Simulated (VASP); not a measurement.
Here is a VASP 6.6.1 calculation.

The input INCAR:

```
SYSTEM = CdTe
ALGO     = Normal         ! electronic algorithm
EDIFF    = 1E-7           ! SCF threshold, eV
EDIFFG   = -0.001         ! ionic threshold
ENCUT    = 600            ! plane-wave cutoff, eV
GGA      = PE             ! functional
IBRION   = 2              ! ionic algorithm
ISIF     = 3              ! what is computed and relaxed
ISMEAR   = 0              ! smearing method
LASPH    = .TRUE.         ! aspherical terms in the spheres
LCHARG   = .FALSE.        ! write CHGCAR
LREAL    = .FALSE.        ! projectors in reciprocal space
LWAVE    = .FALSE.        ! write WAVECAR
NELM     = 60             ! most SCF steps
NSW      = 80             ! ionic steps
PREC     = Accurate       ! precision mode
PSTRESS  = 60.0         
SIGMA    = 0.01           ! smearing width, eV
```

File KPOINTS:

```
k-points
0
G
  10 10 10
  0 0 0
```

The input POSCAR:

```
CdTe
1.0
    0.0000000000      3.3092645899      3.3092645899
    3.3092645899      0.0000000000      3.3092645899
    3.3092645899      3.3092645899      0.0000000000
Cd Te
1 1
Direct
    0.0000000000      0.0000000000      0.0000000000
    0.7500000000      0.7500000000      0.7500000000
```

Potentials or basis: VASP PAW PBE potentials, release 64 (Cd, Te).

Launch:

```console
$ cat potpaw_PBE.64/Cd/POTCAR potpaw_PBE.64/Te/POTCAR > POTCAR
$ mpirun -np 1 vasp_std > vasp.out
```

Predict the relaxed cell.

a = 4.490 Å, b = 4.490 Å, c = 4.490 Å, α = 60.00°, β = 60.00°, γ = 60.00°.

What does it give for the band gap on the k mesh?

0.96 eV.

Predict the relaxed volume.

32.01 Å³/atom.

Predict the space group after relaxing (to 0.1 Å).

F-43m (No. 216).

Final structure:
```
Cd Te
1.0
     0.00000    3.17504    3.17504
     3.17504    0.00000    3.17504
     3.17504    3.17504    0.00000
Cd Te
1 1
Direct
  0.00000 0.00000 0.00000
  0.75000 0.75000 0.75000
```

Caveat: the cell is relaxed towards a set pressure, so the run minimises the enthalpy, not the energy; spin-orbit coupling is left out, which moves the levels of the heavy elements.
